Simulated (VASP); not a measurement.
Set up this calculation in VASP 6.6.1, as the native input.

* Task: single point
* Functional: PBE
* Potentials or basis: VASP PAW PBE potentials, release 64 (Ga_d, N)
* Cutoff: 520 eV
* k mesh: 10 × 10 × 10
* Occupations: fermi-dirac, width 0.05 eV
* Spin: non-collinear spin, zero start, spin-orbit coupling
* Starting moments: [[0.0, 0.0, 0.0], [0.0, 0.0, 0.0]] μB
* Dipole correction: no
* Further INCAR settings: ALGO = Normal; EDIFF = 1e-06; NBANDS = 30

The structure of GaN lies in POSCAR:

```
GaN
1.0
    0.0000000000      2.2831553320      2.2831553320
    2.2831553320      0.0000000000      2.2831553320
    2.2831553320      2.2831553320      0.0000000000
Ga N
1 1
Direct
    0.0000000000      0.0000000000      0.0000000000
    0.2500000000      0.2500000000      0.2500000000
```

The input as run:

INCAR

```
ALGO     = Normal         # electronic algorithm
EDIFF    = 1E-6           # SCF threshold, eV
ENCUT    = 520            # plane-wave cutoff, eV
GGA      = PE             # functional
GGA_COMPAT= False        
ISIF     = 2              # what is computed and relaxed
ISMEAR   = -1             # smearing method
LASPH    = True           # aspherical terms in the spheres
LCHARG   = True           # write CHGCAR
LORBIT   = 11             # projections on sites
LORBMOM  = True         
LREAL    = False          # projectors in reciprocal space
LSORBIT  = True           # spin-orbit coupling
LVHAR    = True         
LWAVE    = False          # write WAVECAR
MAGMOM   = 0 0 0 0 0 0    # initial moments
NBANDS   = 30             # bands
NELM     = 150            # most SCF steps
PREC     = Accurate       # precision mode
SIGMA    = 0.05           # smearing width, eV
```

KPOINTS

```
k-points
0
Gamma
  10 10 10
```

Potentials or basis: VASP PAW PBE potentials, release 64 (Ga_d, N).

The run is started by

```bash
$ cat potpaw_PBE.64/Ga_d/POTCAR potpaw_PBE.64/N/POTCAR > POTCAR
$ mpirun -np 1 vasp_ncl > vasp.out
```

It gave:

```json
{"Pressure": "-1.9 GPa", "Net moment": "0.00 μB per cell", "Valence electrons inside the program's atomic spheres": "Ga 11.79; N 3.71"}
```

It took 87 s on 1 thread of AMD EPYC 7R13 Processor (Zen 3) (shared host), peak memory 0.22 GiB.
